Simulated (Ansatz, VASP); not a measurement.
BaS: VASP beside Ansatz

The input INCAR:

```
ALGO = Normal ; EDIFF = 1E-7
ENCUT = 520 ; GGA = PE
ISIF = 2 ; ISMEAR = -1
LASPH = T ; LCHARG = T
LELF = T ; LREAL = F
LVHAR = T ; LWAVE = F
NBANDS = 24 ; NELM = 60
PREC = Accurate ; SIGMA = 0.02
```

The input KPOINTS:

```
k-points
0
Gamma
  6 6 4
```

Contents of POSCAR:

```
BaS
1.0
    4.4421900123      0.0000000000      0.0000000000
   -2.2210950062      3.8470493991      0.0000000000
    0.0000000000      0.0000000000      7.7894608451
Ba S
2 2
Direct
    0.0000000000      0.0000000000      0.0000000000
    0.0000000000      0.0000000000      0.5000000000
    0.3333333333      0.6666666667      0.2500000000
    0.6666666667      0.3333333333      0.7500000000
```

Input for Ansatz:

```yaml
crystal:
  lattice:
    - [4.4421900123, 0.0, 0.0]
    - [-2.2210950062, 3.8470493991, 0.0]
    - [0.0, 0.0, 7.7894608451]
  atoms:
    - { symbol: Ba, position: [0.0, 0.0, 0.0] }
    - { symbol: Ba, position: [0.0, 0.0, 0.5] }
    - { symbol: S, position: [0.3333333333, 0.6666666667, 0.25] }
    - { symbol: S, position: [0.6666666667, 0.3333333333, 0.75] }
kpoints:
  mp_grid: { grid: [6, 6, 4] }
  band_path:
    path:
      - [[0.0, 0.0, 0.0], [0.5, -6.595541171062e-17, -8.416381379325e-35], [0.3333333333333, 0.3333333333333, -4.337431068899e-35], [0.0, 0.0, 0.0], [2.557265160501e-52, 3.520798333731e-53, 0.5], [0.5, -6.595541171062e-17, 0.5], [0.3333333333333, 0.3333333333333, 0.5], [2.557265160501e-52, 3.520798333731e-53, 0.5]]
      - [[0.5, -6.595541171062e-17, 0.5], [0.5, -6.595541171062e-17, -8.416381379325e-35]]
      - [[0.3333333333333, 0.3333333333333, 0.5], [0.3333333333333, 0.3333333333333, -4.337431068899e-35]]
    npoints: 10
hamiltonian:
  xc: pbe
scf:
  occupations: { method: fermi_dirac, width: 0.02 }
  n_extra_bands: 5
output:
  forces: true
  stress: true
  eigenvalues: true
```

Alike in both runs: task single point; functional PBE; k mesh 6 × 6 × 4; occupations fermi-dirac, width 0.02 eV; no spin polarisation.

|  | VASP | Ansatz |
| --- | --- | --- |
| version | VASP 6.6.1 | Ansatz 0.2.0 |
| potentials or method | VASP PAW PBE potentials, release 64 (Ba_sv, S) | plane waves, PAW |
| plane-wave cutoff (eV) | 520 | 420 |
| valence electrons in the cell | 32 | 32 |

```csv
,VASP,Ansatz,Ansatz less VASP
gap on the k mesh at the Fermi level (eV),2.32,2.42,+0.102
pressure (GPa),0.8,0.1,-0.62
"traceless stress, the component that is largest in VASP (GPa)",0.17,0.07,-0.103
```

The functional is the same, so the differences come from potentials, cutoffs and numerics.

Neither program's run includes spin-orbit coupling.
